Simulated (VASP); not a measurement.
# W2C (P-3m1) in VASP: notebook

Aim: see how the results for W2C move with the level of theory and the settings. Levels: LDA, PBE+D3(BJ). Tasks: relaxation of shape and atoms at fixed volume, single point.

Program: VASP 6.6.1. These are calculated values, not measurements. Logs are shortened: lines on timing, memory, paths and dates and some standing lists are left out, and cuts for length are marked.

## 1. The cell of the first run

Symmetry: P-3m1, No. 164, trigonal system. The conventional cell has a = 3.070 Å, b = 3.070 Å, c = 4.678 Å, α = 90.00°, β = 90.00°, γ = 120.00°. W (site symmetry 3m) has 3 C at 2.13 Å within 2.8 Å. C (site symmetry -3m) has 6 W at 2.13 Å within 2.8 Å.

## 2. Relaxation of shape and atoms at fixed volume, LDA

The input, INCAR:

```
SYSTEM = W2C
ALGO = Normal ; EDIFF = 1E-7
EDIFFG = -0.02 ; ENCUT = 600
GGA = CA ; GGA_COMPAT = .False.
IBRION = 2 ; ISIF = 4
ISMEAR = 1 ; LASPH = .True.
LCHARG = .False. ; LREAL = .False.
LWAVE = .False. ; NELM = 120
NELMIN = 4 ; NSW = 30
PREC = Accurate ; SIGMA = 0.015
```

The input, KPOINTS:

```
k-points
0
Gamma
  3 3 2
  0 0 0
```

The input, POSCAR:

```
W2C
1.0
    3.0700456420      0.0000000000      0.0000000000
   -1.5350228210      2.6587375167      0.0000000000
    0.0000000000      0.0000000000      4.6784280000
W C
2 1
Direct
    0.3333333333      0.6666666667      0.7463310000
    0.6666666667      0.3333333333      0.2536690000
    0.0000000000      0.0000000000      0.0000000000
```

Potentials or basis: VASP PAW LDA potentials, release 64 (W_sv, C).

Launch:

```sh
$ cat potpaw_LDA.64/W_sv/POTCAR potpaw_LDA.64/C/POTCAR > POTCAR
$ mpirun -np 1 vasp_std > vasp.out
```

OUTCAR:

```text
SYSTEM = W2C
   EDIFF = 1E-7
   EDIFFG = -0.02
   ENCUT = 600
   GGA = CA
   IBRION = 2
   ISIF = 4
   ISMEAR = 1
   LASPH = .True.
   LREAL = .False.
   NELM = 120
   NELMIN = 4
   NSW = 30
   PREC = Accurate

 ion  position               nearest neighbor table
   1  0.333  0.667  0.746-   3 2.13   3 2.13   3 2.13   2 2.91   2 2.91   2 2.91   2 2.96   2 2.96
                             2 2.96
   2  0.667  0.333  0.254-   3 2.13   3 2.13   3 2.13   1 2.91   1 2.91   1 2.91   1 2.96   1 2.96
                             1 2.96
   3  0.000  0.000  0.000-   1 2.13   2 2.13   1 2.13   2 2.13   2 2.13   1 2.13

  LATTYP: Found a hexagonal cell.
 ALAT       =     3.0700456420
 C/A-ratio  =     1.5238952594

  Lattice vectors:

 A1 = (   3.0700456420,   0.0000000000,   0.0000000000)
 A2 = (  -1.5350228210,   2.6587375167,   0.0000000000)
 A3 = (   0.0000000000,   0.0000000000,   4.6784280000)

Analysis of symmetry for initial positions (statically):
=====================================================================
 Subroutine PRICEL returns:
 Original cell was already a primitive cell.

 Routine SETGRP: Setting up the symmetry group for a
 hexagonal supercell.

 Subroutine GETGRP returns: Found 12 space group operations
 (whereof 12 operations were pure point group operations)
 out of a pool of 24 trial point group operations.

The static configuration has the point symmetry D_3d.

Analysis of symmetry for dynamics (positions and initial velocities):
=====================================================================
 Subroutine PRICEL returns:
 Original cell was already a primitive cell.

 Routine SETGRP: Setting up the symmetry group for a
 hexagonal supercell.

 Subroutine GETGRP returns: Found 12 space group operations
 (whereof 12 operations were pure point group operations)
 out of a pool of 24 trial point group operations.

The dynamic configuration has the point symmetry D_3d.

 Subroutine INISYM returns: Found 12 space group operations
 (whereof 12 operations are pure point group operations),
 and found     1 'primitive' translations

----------------------------------------------------------------------------------------

                                     Primitive cell

  volume of cell :      38.1874

  direct lattice vectors                    reciprocal lattice vectors
     3.070045642  0.000000000  0.000000000     0.325728056  0.188059181  0.000000000
    -1.535022821  2.658737517  0.000000000     0.000000000  0.376118362  0.000000000
     0.000000000  0.000000000  4.678428000     0.000000000  0.000000000  0.213747011

  length of vectors
     3.070045642  3.070045642  4.678428000     0.376118362  0.376118362  0.213747011

  position of ions in fractional coordinates (direct lattice)
     0.333333333  0.666666667  0.746331000
     0.666666667  0.333333333  0.253669000
     0.000000000  0.000000000  0.000000000

  ion indices of the primitive-cell ions
   primitive index   ion index
                 1           1
                 2           2
                 3           3

----------------------------------------------------------------------------------------

 KPOINTS: k-points

Automatic generation of k-mesh.
 Grid dimensions read from file:
 generate k-points for:    3    3    2

 Generating k-lattice:

  Cartesian coordinates                     Fractional coordinates (reciprocal lattice)
     0.108576019  0.062686394  0.000000000     0.333333333  0.000000000  0.000000000
     0.000000000  0.125372787  0.000000000     0.000000000  0.333333333  0.000000000
     0.000000000  0.000000000  0.106873505     0.000000000  0.000000000  0.500000000

  Length of vectors
     0.125372787  0.125372787  0.106873505

  Shift w.r.t. Gamma in fractional coordinates (k-lattice)
     0.000000000  0.000000000  0.000000000

 Subroutine IBZKPT returns following result:
 ===========================================

 Found      6 irreducible k-points:

 Following reciprocal coordinates:
            Coordinates               Weight
  0.000000  0.000000  0.000000      1.000000
  0.333333 -0.000000  0.000000      6.000000
  0.333333  0.333333  0.000000      2.000000
  0.000000  0.000000  0.500000      1.000000
  0.333333 -0.000000  0.500000      6.000000
  0.333333  0.333333  0.500000      2.000000
   k-points           NKPTS =      6   k-points in BZ     NKDIM =      6   number of bands    NBANDS=     20
   number of dos      NEDOS =    301   number of ions     NIONS =      3
   total plane-waves  NPLWV =  31360
   dimension x,y,z NGX =    28 NGY =   28 NGZ =   40
   dimension x,y,z NGXF=    56 NGYF=   56 NGZF=   80
   ions per type =               2   1
   NGX,Y,Z   is equivalent  to a cutoff of  15.16, 15.16, 14.21 a.u.
   NGXF,Y,Z  is equivalent  to a cutoff of  30.32, 30.32, 28.43 a.u.
 SYSTEM =  W2C
   PREC   = accura    normal or accurate (medium, high low for compatibility)
   ISTART =      0    job   : 0-new  1-cont  2-samecut
   ICHARG =      2    charge: 1-file 2-atom 10-const
   ISPIN  =      1    spin polarized calculation?
   LNONCOLLINEAR =      F non collinear calculations
   LSORBIT =      F    spin-orbit coupling
   LASPH  =      T    aspherical Exc in radial PAW
   ENCUT  =  600.0 eV  44.10 Ry    6.64 a.u.   6.13  6.13  9.34*2*pi/ulx,y,z
   NELM   =    120;   NELMIN=  4; NELMDL= -5     # of ELM steps
   EDIFF  = 0.1E-06   stopping-criterion for ELM
   LREAL  =      F    real-space projection
   EDIFFG = -.2E-01   stopping-criterion for IOM
   NSW    =     30    number of steps for IOM
   IBRION =      2    ionic relax: 0-MD 1-quasi-New 2-CG
   NFREE  =      1    steps in history (QN), initial steepest desc. (CG)
   ISIF   =      4    stress and relaxation
   ISYM   =      2    0-nonsym 1-usesym 2-fastsym
   POTIM  = 0.5000    time-step for ionic-motion
   TEBEG  =    0.0;   TEEND  =   0.0 temperature during run
   PSTRESS=    0.0 pullay stress
   NELECT =      32.0000    total number of electrons
   NUPDOWN=      -1.0000    fix difference up-down
   EMIN   =  10.00;   EMAX   =-10.00  energy-range for DOS
   EFERMI =   0.00;   METHOD = LEGACY
   ISMEAR =     1;   SIGMA  =   0.01  broadening in eV -4-tet -1-fermi 0-gaus
   EFERMI_NEDOS =   21; number of points for ismear=-14 and -15
   IALGO  =     38    algorithm
   IMIX   =      4    mixing-type and parameters
     AMIX     =   0.40;   BMIX     =  1.00
     AMIX_MAG =   1.60;   BMIX_MAG =  1.00
  volume/ion in A,a.u.               =      12.73        85.90
  Fermi-wavevector in a.u.,A,eV,Ry     =   1.543422  2.916645 32.411147  2.382152
  Thomas-Fermi vector in A             =   2.649087
   LORBIT       =      0    0 simple, 1 ext, 2 COOP (PROOUT), +10 PAW based schemes
   GGA     = CA    functional components
   LHFCALC =     F    Hartree Fock is set to
   AEXX    =    0.0000 exact exchange contribution
   IVDW    =     0    specifies the selected vdW correction
   LEPSILON=     F    determine dielectric tensor
   LRPA    =     F    only Hartree local field effects (RPA)
 conjugate gradient relaxation of ions
 non-spin polarized calculation
 Methfessel and Paxton  Order N= 1 SIGMA  =   0.01
  energy-cutoff  :      600.00
  volume of cell :       38.19
 maximum number of plane-waves:      1284
 NGX is ok and might be reduce to    28
   NGX = 13   NGY = 13   NGZ = 19

--------------------------------------- Ionic step        1  -------------------------------------------

 number of electron      32.0000000 magnetization

 Free energy of the ion-electron system (eV)
  ---------------------------------------------------
  ext. energy  EPLUGINS =         0.00000000
  ---------------------------------------------------
  free energy    TOTEN  =       -37.91728508 eV

  energy without entropy =      -37.91728508  energy(sigma->0) =      -37.91728508

------------------------ aborting loop because EDIFF is reached ----------------------------------------

  FORCE on cell =-STRESS in cart. coord.  units (eV):
  Direction    XX          YY          ZZ          XY          YZ          ZX
  --------------------------------------------------------------------------------------
  -------------------------------------------------------------------------------------
  Total        0.5459610      0.5459610     -8.2580483      0.0000000      0.0000000     -0.0000000
  in kB       22.9061422     22.9061422   -346.4716885      0.0000000      0.0000000     -0.0000000
  external PRESSURE =    -100.2198013 kB  Pullay stress =       0.0000000 kB

 VOLUME and BASIS-vectors are now :
 -----------------------------------------------------------------------------
  energy-cutoff  :      600.00
  volume of cell :       38.19
      direct lattice vectors                 reciprocal lattice vectors
     3.070045642  0.000000000  0.000000000     0.325728056  0.188059181  0.000000000
    -1.535022821  2.658737517  0.000000000     0.000000000  0.376118362  0.000000000
     0.000000000  0.000000000  4.678428000     0.000000000  0.000000000  0.213747011
[... 186 lines left out ...]
 POSITION                                       TOTAL-FORCE (eV/Angst)
 -----------------------------------------------------------------------------------
     -0.00000      1.82198      3.34438        -0.000000     -0.000000     -0.007055
      1.57788      0.91099      1.08335         0.000000      0.000000      0.007055
      0.00000     -0.00000     -0.00000         0.000000     -0.000000      0.000000
 -----------------------------------------------------------------------------------
    total drift:                                0.000000     -0.000000      0.000000

  FREE ENERGIE OF THE ION-ELECTRON SYSTEM (eV)
  ---------------------------------------------------
  free  energy   TOTEN  =       -38.1941897516 eV

  energy  without entropy=      -38.1941897516  energy(sigma->0) =      -38.19418975

--------------------------------------- Ionic step        7  -------------------------------------------

 number of electron      31.9999999 magnetization

 Free energy of the ion-electron system (eV)
  ---------------------------------------------------
  ext. energy  EPLUGINS =         0.00000000
  ---------------------------------------------------
  free energy    TOTEN  =       -38.19425782 eV

  energy without entropy =      -38.19425782  energy(sigma->0) =      -38.19425782

 E-fermi :  10.9190     XC(G=0): -13.6143

 val. band max:       10.7828248408   @ k =   0.0000   0.0000   0.0000
 cond. band min:      11.2153197397   @ k =   0.3333   0.3333   0.5000
 fundamental gap:      0.4324948989
 Fermi energy:        10.9189704746

 k-point     1 :       0.0000    0.0000    0.0000
  band No.  band energies     occupation
      1     -62.9521      2.00000
      2     -62.8456      2.00000
      3     -27.9502      2.00000
      4     -27.3629      2.00000
      5     -27.3629      2.00000
      6     -27.1594      2.00000
[... 12 lines left out ...]
     19      12.2389      0.00000
     20      12.2389      0.00000
[... 135 lines left out ...]
 POSITION                                       TOTAL-FORCE (eV/Angst)
 -----------------------------------------------------------------------------------
     -0.00000      1.82048      3.34938        -0.000000      0.000000      0.003614
      1.57658      0.91024      1.08568         0.000000     -0.000000     -0.003614
     -1.57658      2.73071     -0.00000        -0.000000     -0.000000      0.000000
 -----------------------------------------------------------------------------------
    total drift:                                0.000000     -0.000000      0.000000

  FREE ENERGIE OF THE ION-ELECTRON SYSTEM (eV)
  ---------------------------------------------------
  free  energy   TOTEN  =       -38.1942578217 eV

  energy  without entropy=      -38.1942578217  energy(sigma->0) =      -38.19425782

 reached required accuracy - stopping structural energy minimisation
```

Wall time 41 s (1 thread of Intel Xeon 6975P-C, shared host); peak memory 0.16 GiB.

Results:

* Free energy: -38.1943 eV
* Energy gained by relaxing: 92.3 meV/atom
* Ionic steps: 7
* Pressure after relaxing: -8.2 GPa
* Largest force after relaxing: 0.004 eV/Å
* Band gap on the k mesh: zero (band 16 reaches 12.00 eV, above the bottom of band 17 at 10.16 eV)

Forces on the atoms (eV/Å):
```
W    0.000  0.000  0.004
W    0.000  0.000 -0.004
C    0.000  0.000  0.000
```

Stress tensor (GPa, compression positive):
```
-8.08  0.00  0.00
 0.00 -8.08  0.00
 0.00  0.00 -8.43
```

The path:
| step | energy change (eV) | largest force (eV/Å) | pressure (GPa) | volume (Å³) |
| --- | --- | --- | --- | --- |
| 1 | 0.0000 | 0.9340 | -10.02 | 38.19 |
| 2 | -0.1838 | 0.9132 | -7.86 | 38.19 |
| 3 | -0.2659 | 0.5878 | -9.38 | 38.19 |
| 4 | -0.2665 | 0.6126 | -9.47 | 38.19 |
| 5 | -0.2711 | 0.4616 | -6.98 | 38.19 |
| 6 | -0.2769 | 0.0071 | -8.16 | 38.19 |
| 7 | -0.2770 | 0.0036 | -8.19 | 38.19 |

Final structure:
```xyz
3
Lattice="3.1532 0.0000 0.0000 -1.5766 2.7307 0.0000 0.0000 0.0000 4.4351" Properties=species:S:1:pos:R:3 pbc="T T T"
W     0.0000    1.8205    3.3494
W     1.5766    0.9102    1.0857
C    -1.5766    2.7307    0.0000
```

Levels at points of the mesh, in eV from the Fermi level:
| k point | band 13 | band 14 | band 15 | band 16 | band 17 | band 18 | band 19 | band 20 |
| --- | --- | --- | --- | --- | --- | --- | --- | --- |
| (0.00, 0.00, 0.00) | -2.99 | -1.30 | -1.30 | -0.76 | -0.76 | -0.14 | 1.32 | 1.32 |
| (0.00, 0.00, 0.50) | -2.27 | -2.27 | -2.16 | -1.78 | 1.56 | 1.56 | 2.46 | 2.46 |

Caveat: the k points lie up to 0.77 Å⁻¹ apart in the final cell; spin-orbit coupling is left out, which moves the levels of the heavy elements.

## 3. Single point, PBE+D3(BJ), collinear spin, ferromagnetic start

The input, INCAR:

```
SYSTEM = W2C
  PREC = Accurate
  ENCUT = 600
  EDIFF = 1E-6
  ISMEAR = 0
  SIGMA = 0.1
  LREAL = .False.
  LASPH = .True.
  NELM = 200
  ALGO = Normal
  ISIF = 2
  LWAVE = .False.
  LCHARG = .False.
  ISPIN = 2
  MAGMOM = 1.29 1.29 0.22
  LORBIT = 11
  NUPDOWN = 5.0
  LMAXMIX = 4
  GGA = PE
  IVDW = 12
  ISYM = 0
  NBANDS = 27
  GGA_COMPAT = .False.
```

The input, KPOINTS:

```
Automatic mesh
0
Gamma
  2 4 1
  0.5 0.5 0
```

POSCAR is that of step 2.

Potentials or basis: VASP PAW PBE potentials, release 64 (W_sv, C).

Launch:

```sh
$ cat potpaw_PBE.64/W_sv/POTCAR potpaw_PBE.64/C/POTCAR > POTCAR
$ mpirun -np 1 vasp_std > vasp.out
```

Wall time 19 s (1 thread of Intel Xeon 6975P-C, shared host); peak memory 0.21 GiB.

The run converged. Its results:

| Quantity | Value |
| --- | --- |
| Free energy | -30.7323 eV |
| Pressure | 30.7 GPa |
| Largest force | 0.569 eV/Å |
| Net moment | 5.00 μB per cell |
| Site moments | W +1.94; C +0.10 μB |
| Valence electrons inside the program's atomic spheres | W 12.17; C 2.48 |
| Dispersion energy per atom | -0.517 eV |

Forces on the atoms (eV/Å):
```
W    0.000 -0.472 -0.318
W    0.000  0.472  0.318
C    0.000  0.000  0.000
```

Stress tensor (GPa, compression positive):
```
27.27  0.00  0.00
 0.00 30.48  5.22
 0.00  5.22 34.28
```

Caveat: the k points lie up to 1.34 Å⁻¹ apart; the moment is held away from its start; three body term missing; spin-orbit coupling is left out, which moves the levels of the heavy elements; the total moment is fixed, so each spin has its own Fermi level.
